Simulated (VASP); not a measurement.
## W: single point with PBE

The system is W.

```
CELL_PARAMETERS angstrom
0.00000 3.18342 -3.18342
-3.18342 0.00000 3.18342
1.59171 1.59171 1.59171
ATOMIC_POSITIONS crystal
W 0.00000 0.00000 0.00000
W 0.33333 0.66667 0.33333
W 0.66667 0.33333 0.66667
```

```yaml
Program: VASP 6.6.1
Task: single point
Functional: PBE
Potentials_or_basis: VASP PAW PBE potentials, release 64 (W_sv)
Cutoff: 520 eV
k_mesh: 9 × 9 × 13
Occupations: fermi-dirac, width 0.08 eV
Spin: no spin polarisation
Dipole_correction: no
Further_INCAR_settings: ALGO = Normal; EDIFF = 1e-06; NBANDS = 28
```

```yaml
Pressure: 0.6 GPa
Band_gap_on_the_k_mesh: zero (bands 21 and 22 overlap by 3.79 eV)
```

Levels at points of the mesh, in eV from the Fermi level:
```csv
k point,band 18,band 19,band 20,band 21,band 22,band 23,band 24,band 25
"(0.00, 0.00, 0.00)",-2.65,-2.65,-1.21,-1.20,-1.20,2.22,2.22,2.75
```

It took 4.1 min on 1 thread of Intel Xeon 8259CL, on a shared host, peak memory 0.27 GiB.

Caveat: spin-orbit coupling is left out, which moves the levels of the heavy elements.
